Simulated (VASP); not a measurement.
## InSe: single point with PBE+D3(BJ)

System: InSe, a slab with vacuum.

```
Se In
1.0
     4.02661    0.00000    0.00000
    -2.01331    3.48715    0.00000
     0.00000    0.00000   28.27071
Se In
4 4
Cartesian
  0.0000 0.0000 4.5000
  0.0000 0.0000 9.8854
  -0.8948 3.0997 13.3954
  -0.8948 3.0997 18.7807
  2.0133 1.1624 5.7954
  2.0133 1.1624 8.5899
  1.1185 4.2621 14.6908
  1.1185 4.2621 17.4853
```

This cell differs from its parent crystal: layers slid over each other.

```
Program             : VASP 6.6.1
Task                : single point
Functional          : PBE
Dispersion          : D3(BJ)
Potentials or basis : VASP PAW PBE potentials, release 64 (Se, In_d)
Cutoff              : 400 eV
k mesh              : 9 × 9 × 1
Occupations         : gaussian, width 0.05 eV
Spin                : no spin polarisation
```

```json
{
  "Largest force": "0.054 eV/Å",
  "Band gap on the k mesh": "1.17 eV (least direct gap 1.21 eV)",
  "Dispersion energy per atom": "-0.249 eV"
}
```

Forces on the atoms (eV/Å):
```
Se  -0.001  0.001 -0.012
Se  -0.044  0.017  0.027
Se   0.041 -0.013 -0.028
Se   0.001  0.000  0.012
In  -0.003  0.002  0.012
In   0.006 -0.005  0.003
In  -0.001 -0.002 -0.003
In   0.003  0.000 -0.012
```

Levels at points of the mesh, in eV from the valence-band top:
```
           k point  band 35  band 36  band 37  band 38  band 39  band 40  band 41  band 42
(0.00, 0.00, 0.00)    -0.66    -0.65    -0.63    -0.05     1.17     1.66     2.52     2.60
```

It took 7.9 min on 1 thread of Intel(R) Xeon(R) 6975P-C (Granite Rapids), with other jobs on the host, peak memory 0.64 GiB.

Caveat: the cell differs from its parent crystal (layers slid over each other); spin-orbit coupling is left out, which moves the levels of the heavy elements.
